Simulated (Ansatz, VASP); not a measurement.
## Two plane-wave programs on Cu

File INCAR:

```
PREC     = Accurate       # precision mode
ENCUT    = 520            # plane-wave cutoff, eV
EDIFF    = 1E-7           # SCF threshold, eV
ISMEAR   = -1             # smearing method
SIGMA    = 0.6            # smearing width, eV
LREAL    = F              # projectors in reciprocal space
LASPH    = T              # aspherical terms in the spheres
NELM     = 60             # most SCF steps
ALGO     = Normal         # electronic algorithm
ISIF     = 2              # what is computed and relaxed
LWAVE    = F              # write WAVECAR
LCHARG   = F              # write CHGCAR
GGA      = CA             # functional
NBANDS   = 12             # bands
```

The input KPOINTS:

```
Automatic mesh
0
Gamma
  15 15 15
```

Contents of POSCAR:

```
Cu
1.0
    0.0000000000      1.7588202533      1.7588202533
    1.7588202533      0.0000000000      1.7588202533
    1.7588202533      1.7588202533      0.0000000000
Cu
1
Direct
    0.0000000000      0.0000000000      0.0000000000
```

Input for Ansatz:

```yaml
crystal:
  lattice:
    - [0.0, 1.7588202533, 1.7588202533]
    - [1.7588202533, 0.0, 1.7588202533]
    - [1.7588202533, 1.7588202533, 0.0]
  atoms:
    - { symbol: Cu, position: [0.0, 0.0, 0.0] }
hamiltonian:
  xc: lda
  pseudopotentials:
    kind: paw
    azcp:
      Cu: "pseudopotentials/Cu.paw.azcp"
basis:
  ecutwfc: 420
  fft_grid_basis: typed
kpoints:
  mp_grid: { grid: [15, 15, 15], shift: [0, 0, 0] }
magnetization:
  spin_polarized: false
scf:
  occupations: { method: fermi_dirac, width: 0.6 }
  lower_state_search: "off"
output:
  stress: true
  write_density: true
  write_potential: true
  elf: true
  volumetric_format: npy
```

Alike in both runs: task single point; functional LDA; k mesh 15 × 15 × 15; occupations fermi-dirac, width 0.6 eV; no spin polarisation.

|  | VASP | Ansatz |
| --- | --- | --- |
| version | VASP 6.6.1 | Ansatz 0.2.0 |
| potentials or method | VASP PAW LDA potentials, release 64 (Cu), cutoff 520 eV | plane waves (420 eV) with PAW, scalar-relativistic |
| valence electrons in the cell | 11 | 19 |

Ansatz gave:

```
pressure (GPa) : 3.5
```

Q: Which values does VASP return?

A: Pressure (GPa): 4.2.

Ansatz warns that its potentials were made for another functional, while VASP's fit it. LDA's correlation is that of Perdew and Zunger in VASP and of Perdew and Wang (1992) in Ansatz. VASP's potentials hold 11 valence electrons a cell and Ansatz's 19, so a difference there can come from the potentials and not from the codes.
